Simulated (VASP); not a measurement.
# Sn (Immm) in VASP: further runs, part 2 of 3

VASP 6.6.1. Earlier steps stand in the parts before.

## 3. Single point, PBEsol, non-collinear spin, zero start, spin-orbit coupling

Input file INCAR:

```
PREC     = Accurate       # precision mode
ENCUT    = 520            # plane-wave cutoff, eV
EDIFF    = 1E-6           # SCF threshold, eV
ISMEAR   = -1             # smearing method
SIGMA    = 0.05           # smearing width, eV
LREAL    = F              # projectors in reciprocal space
LASPH    = T              # aspherical terms in the spheres
NELM     = 150            # most SCF steps
ALGO     = Fast           # electronic algorithm
ISIF     = 2              # what is computed and relaxed
LWAVE    = F              # write WAVECAR
LCHARG   = T              # write CHGCAR
MAGMOM   = 0 0 0          # initial moments
LORBIT   = 11             # projections on sites
LSORBIT  = T              # spin-orbit coupling
GGA_COMPAT= F            
LORBMOM  = T            
GGA      = PS             # functional
LVHAR    = T            
NBANDS   = 25             # bands
```

Input file KPOINTS:

```
Automatic mesh
0
Gamma
  11 11 11
```

Input file POSCAR:

```
Sn
1.0
   -1.7265390000      1.7755470000      2.3383420000
    1.7265390000     -1.7755470000      2.3383420000
    1.7265390000      1.7755470000     -2.3383420000
Sn
1
Direct
    0.0000000000      0.0000000000      0.0000000000
```

Potentials or basis: VASP PAW PBE potentials, release 64 (Sn_d).

The run is started by

```
$ cat potpaw_PBE.64/Sn_d/POTCAR > POTCAR
$ mpirun -np 1 vasp_ncl > vasp.out
```

OUTCAR:

```text
PREC = Accurate
   ENCUT = 520
   EDIFF = 1E-6
   ISMEAR = -1
   LREAL = F
   LASPH = T
   NELM = 150
   ISIF = 2
   LORBIT = 11
   LSORBIT = T
   GGA = PS

 ion  position               nearest neighbor table
   1  0.000  0.000  0.000-

  LATTYP: Found a body centered orthorhombic cell.
 ALAT       =     3.4530780000
 B/A-ratio  =     1.0283851103
 C/A-ratio  =     1.3543522620

  Lattice vectors:

 A1 = (  -1.7265390000,   1.7755470000,   2.3383420000)
 A2 = (   1.7265390000,  -1.7755470000,   2.3383420000)
 A3 = (   1.7265390000,   1.7755470000,  -2.3383420000)

Analysis of symmetry for initial positions (statically):
=====================================================================
 Subroutine PRICEL returns:
 Original cell was already a primitive cell.

 Routine SETGRP: Setting up the symmetry group for a
 body centered orthorhombic supercell.

 Subroutine GETGRP returns: Found  8 space group operations
 (whereof  8 operations were pure point group operations)
 out of a pool of  8 trial point group operations.

The static configuration has the point symmetry D_2h.

Analysis of symmetry for dynamics (positions and initial velocities):
=====================================================================
 Subroutine PRICEL returns:
 Original cell was already a primitive cell.

 Routine SETGRP: Setting up the symmetry group for a
 body centered orthorhombic supercell.

 Subroutine GETGRP returns: Found  8 space group operations
 (whereof  8 operations were pure point group operations)
 out of a pool of  8 trial point group operations.

The dynamic configuration has the point symmetry D_2h.

Analysis of structural, dynamic, and magnetic symmetry:
=====================================================================
 Subroutine PRICEL returns:
 Original cell was already a primitive cell.

 Routine SETGRP: Setting up the symmetry group for a
 body centered orthorhombic supercell.

 Subroutine GETGRP returns: Found  8 space group operations
 (whereof  8 operations were pure point group operations)
 out of a pool of  8 trial point group operations.

The overall configuration has the point symmetry D_2h.

 Subroutine INISYM returns: Found  8 space group operations
 (whereof  8 operations are pure point group operations),
 and found     1 'primitive' translations

----------------------------------------------------------------------------------------

                                     Primitive cell

  volume of cell :      28.6732

  direct lattice vectors                    reciprocal lattice vectors
    -1.726539000  1.775547000  2.338342000     0.000000000  0.281603359  0.213826720
     1.726539000 -1.775547000  2.338342000     0.289596702  0.000000000  0.213826720
     1.726539000  1.775547000 -2.338342000     0.289596702  0.281603359  0.000000000

  length of vectors
     3.406075069  3.406075069  3.406075069     0.353584952  0.359983494  0.403938983

  position of ions in fractional coordinates (direct lattice)
     0.000000000  0.000000000  0.000000000

  ion indices of the primitive-cell ions
   primitive index   ion index
                 1           1

----------------------------------------------------------------------------------------

 KPOINTS: Automatic mesh

[... 98 lines left out ...]
 RMM-DIIS sequential band-by-band and
  energy-cutoff  :      520.00
  volume of cell :       28.67
 maximum number of plane-waves:      1576
 NGX is ok and might be reduce to    28
   NGX = 13   NGY = 13   NGZ = 13

 number of electron      13.9999998 magnetization       0.0000000     -0.0000000     -0.0000000

 number of electron      13.9999998 magnetization       0.0000000      0.0000000      0.0000000

 number of electron      13.9999998 magnetization       0.0000000     -0.0000000      0.0000000

 number of electron      13.9999998 magnetization      -0.0000000     -0.0000000     -0.0000000

 Free energy of the ion-electron system (eV)
  ---------------------------------------------------
  ext. energy  EPLUGINS =         0.00000000
  ---------------------------------------------------
  free energy    TOTEN  =        -4.26682907 eV

  energy without entropy =       -4.26334874  energy(sigma->0) =       -4.26508891

 E-fermi :   7.3395     XC(G=0): -10.2514

 val. band max:        7.3356561575   @ k =   0.1818   0.1818   0.1818
 cond. band min:       7.3405131065   @ k =  -0.1818   0.3636   0.0000
 fundamental gap:      0.0048569489
 Fermi energy:         7.3394680515

 k-point     1 :       0.0000    0.0000    0.0000
  band No.  band energies     occupation
      1     -14.6650      1.00000
      2     -14.6650      1.00000
      3     -14.6627      1.00000
      4     -14.6627      1.00000
      5     -13.6602      1.00000
      6     -13.6602      1.00000
[... 661 lines left out ...]
     24      20.8091      0.00000
     25      22.2771      0.00000

 [... further k-points ...]

------------------------ aborting loop because EDIFF is reached ----------------------------------------

  FORCE on cell =-STRESS in cart. coord.  units (eV):
  Direction    XX          YY          ZZ          XY          YZ          ZX
  --------------------------------------------------------------------------------------
  -------------------------------------------------------------------------------------
  Total       -0.5428286     -0.8371128     -0.5926486      0.0000000      0.0000000      0.0000000
  in kB      -30.3316971    -46.7754486    -33.1154981      0.0000000      0.0000000      0.0000000
  external PRESSURE =     -36.7408813 kB  Pullay stress =       0.0000000 kB

 VOLUME and BASIS-vectors are now :
 -----------------------------------------------------------------------------
  energy-cutoff  :      520.00
  volume of cell :       28.67
      direct lattice vectors                 reciprocal lattice vectors
    -1.726539000  1.775547000  2.338342000     0.000000000  0.281603359  0.213826720
     1.726539000 -1.775547000  2.338342000     0.289596702  0.000000000  0.213826720
     1.726539000  1.775547000 -2.338342000     0.289596702  0.281603359  0.000000000

 POSITION                                       TOTAL-FORCE (eV/Angst)
 -----------------------------------------------------------------------------------
      0.00000      0.00000      0.00000         0.000000      0.000000      0.000000
 -----------------------------------------------------------------------------------
    total drift:                               -0.000000     -0.000000     -0.000000

  FREE ENERGIE OF THE ION-ELECTRON SYSTEM (eV)
  ---------------------------------------------------
  free  energy   TOTEN  =        -4.2668290721 eV

  energy  without entropy=       -4.2633487441  energy(sigma->0) =       -4.26508891

 orbital moment (x)

 # of ion     p       d       tot
 ----------------------------------------
  1         0.000  -0.000  -0.000
 ----------------------------------------
            0.000  -0.000  -0.000

 orbital moment (y)

 # of ion     p       d       tot
 ----------------------------------------
  1         0.000  -0.000  -0.000
 ----------------------------------------
            0.000  -0.000  -0.000

 orbital moment (z)

 # of ion     p       d       tot
 ----------------------------------------
  1         0.000   0.000   0.000
 ----------------------------------------
            0.000   0.000   0.000

 Spin-Orbit-Coupling matrix elements

 Ion:    1  E_soc:     -0.1094535
 l=   1
     0.0000000    -0.0121410    -0.0119370
    -0.0121410     0.0000000    -0.0121758
    -0.0119370    -0.0121758     0.0000000
 l=   2
     0.0000000    -0.0012255     0.0000000    -0.0012233    -0.0049243
    -0.0012255     0.0000000    -0.0036894    -0.0012392    -0.0012408
     0.0000000    -0.0036894     0.0000000    -0.0036905     0.0000000
    -0.0012233    -0.0012392    -0.0036905     0.0000000    -0.0012399
    -0.0049243    -0.0012408     0.0000000    -0.0012399     0.0000000
 l=   3
     0.0000000     0.0000000     0.0000000     0.0000000     0.0000000     0.0000000     0.0000000
     0.0000000     0.0000000     0.0000000     0.0000000     0.0000000     0.0000000     0.0000000
     0.0000000     0.0000000     0.0000000     0.0000000     0.0000000     0.0000000     0.0000000
     0.0000000     0.0000000     0.0000000     0.0000000     0.0000000     0.0000000     0.0000000
     0.0000000     0.0000000     0.0000000     0.0000000     0.0000000     0.0000000     0.0000000
     0.0000000     0.0000000     0.0000000     0.0000000     0.0000000     0.0000000     0.0000000
     0.0000000     0.0000000     0.0000000     0.0000000     0.0000000     0.0000000     0.0000000

 total charge

# of ion       s       p       d       tot
------------------------------------------
    1        1.301   0.846   9.967  12.114

 magnetization (x)

# of ion       s       p       d       tot
------------------------------------------
    1        0.000  -0.000   0.000  -0.000

 magnetization (y)

# of ion       s       p       d       tot
------------------------------------------
    1        0.000  -0.000   0.000  -0.000

 magnetization (z)

# of ion       s       p       d       tot
------------------------------------------
    1        0.000  -0.000   0.000  -0.000
```

It took 11 min on 1 thread of Intel Xeon 8259CL, shared host; peak memory 0.39 GiB.

What came out:

- Free energy: -4.2668 eV
- Pressure: -3.7 GPa
- Net moment: 0.00 μB per cell
- Valence electrons inside the program's atomic spheres: Sn 12.11

Moments on the atoms (μB; x, y, z):
```
Sn  0.00 0.00 0.00
```

Caveat: the cell stands under tension; the PAW data sets were made with another functional, which shifts forces and pressure a little.

## 4. Relaxation of cell and atoms, RPBE+D3(BJ)

Input file INCAR:

```
PREC = Accurate
ENCUT = 600
EDIFF = 1E-6
ISMEAR = -1
SIGMA = 0.05
LREAL = F
LASPH = T
NELM = 100
ALGO = Normal
ISIF = 3
LWAVE = F
LCHARG = F
GGA = RP
IVDW = 12
IBRION = 2
NSW = 60
EDIFFG = -0.01
```

KPOINTS is that of step 3.

POSCAR is that of step 3.

The run is started by

```
$ cat potpaw_PBE.64/Sn_d/POTCAR > POTCAR
$ mpirun -np 1 vasp_std > vasp.out
```

Run time: 20 min. Hardware: 1 thread of Intel Xeon 8259CL, shared host; peak memory 0.25 GiB.

Results (log left out):

* Free energy: -5.8664 eV
* Relaxed volume: 20.84 Å³/atom
* Relaxed cell: a = 3.089 Å, b = 3.089 Å, c = 3.089 Å, α = 119.99°, β = 119.99°, γ = 90.02°
* Space group after relaxing (to 0.1 Å): Fm-3m (No. 225)
* Energy gained by relaxing: 574.9 meV/atom
* Ionic steps: 22
* Pressure after relaxing: 0.0 GPa
* Band gap on the k mesh: zero (bands 7 and 8 overlap by 12.61 eV)
* Dispersion energy per atom: -2.984 eV

The path:
```tsv
step	energy change (eV)	largest force (eV/Å)	pressure (GPa)	volume (Å³)
1	0.0000	0.0000	-16.91	28.67
2	-0.3477	0.0000	27.48	17.86
3	-0.5676	0.0000	-0.81	21.02
4	-0.5680	0.0000	0.02	20.89
5	-0.5677	0.0000	0.82	20.75
6	-0.5706	0.0000	1.03	20.70
7	-0.5711	0.0000	0.94	20.72
8	-0.5724	0.0000	-1.05	21.03
9	-0.5725	0.0000	-0.54	20.96
10	-0.5736	0.0000	-0.22	20.90
11	-0.5740	0.0000	0.03	20.85
12	-0.5739	0.0000	0.63	20.75
13	-0.5742	0.0000	0.18	20.82
14	-0.5742	0.0000	0.40	20.78
15	-0.5743	0.0000	0.31	20.80
16	-0.5747	0.0000	0.17	20.82
17	-0.5748	0.0000	0.15	20.82
18	-0.5749	0.0000	-0.01	20.85
19	-0.5749	0.0000	-0.10	20.86
20	-0.5749	0.0000	-0.12	20.86
21	-0.5749	0.0000	-0.08	20.86
22	-0.5749	0.0000	0.05	20.84
```

Final structure:
```
CELL_PARAMETERS angstrom
-1.54454 1.54451 2.18370
1.54454 -1.54451 2.18370
1.54454 1.54451 -2.18370
ATOMIC_POSITIONS crystal
Sn 0.00000 0.00000 0.00000
```

Levels at points of the mesh, in eV from the Fermi level:
```
           k point  band 3  band 4  band 5  band 6  band 7  band 8  band 9  band 10  band 11
(0.00, 0.00, 0.00)  -21.92  -21.74  -21.74  -13.38   10.08   10.08   10.08    10.67    13.65
```

Caveat: the volume moved by over 15 % at a fixed basis, so the end points are rough; the dispersion term is far too large for a dense solid, which distorts pressure and volume; the PAW data sets were made with another functional, which shifts forces and pressure a little; spin-orbit coupling is left out, which moves the levels of the heavy elements.

(Part 2 of 3 ends here.)

The gap in the log of VASP goes by the Fermi energy; the results here count the filled bands.